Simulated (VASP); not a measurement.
Here is a VASP 6.6.1 calculation.

INCAR

```
SYSTEM = Sr
PREC = Accurate
ENCUT = 500
EDIFF = 1E-6
ISMEAR = 1
SIGMA = 0.1
LREAL = .FALSE.
LASPH = .TRUE.
NELM = 120
ALGO = Normal
ISIF = 2
LWAVE = .FALSE.
LCHARG = .FALSE.
GGA = CA
NBANDS = 11
GGA_COMPAT = .FALSE.
```

File KPOINTS:

```
Automatic mesh
0
G
  9 9 9
  0 0 0
```

Contents of POSCAR:

```
Sr
1.0
    0.0000000000      3.0423500000      3.0423500000
    3.0423500000      0.0000000000      3.0423500000
    3.0423500000      3.0423500000      0.0000000000
Sr
1
Direct
    0.0000000000      0.0000000000      0.0000000000
```

Potentials or basis: VASP PAW LDA potentials, release 64 (Sr_sv).

Command:

```bash
$ cat potpaw_LDA.64/Sr_sv/POTCAR > POTCAR
$ mpirun -np 1 vasp_std > vasp.out
```

Estimate the pressure.

-1.6 GPa.
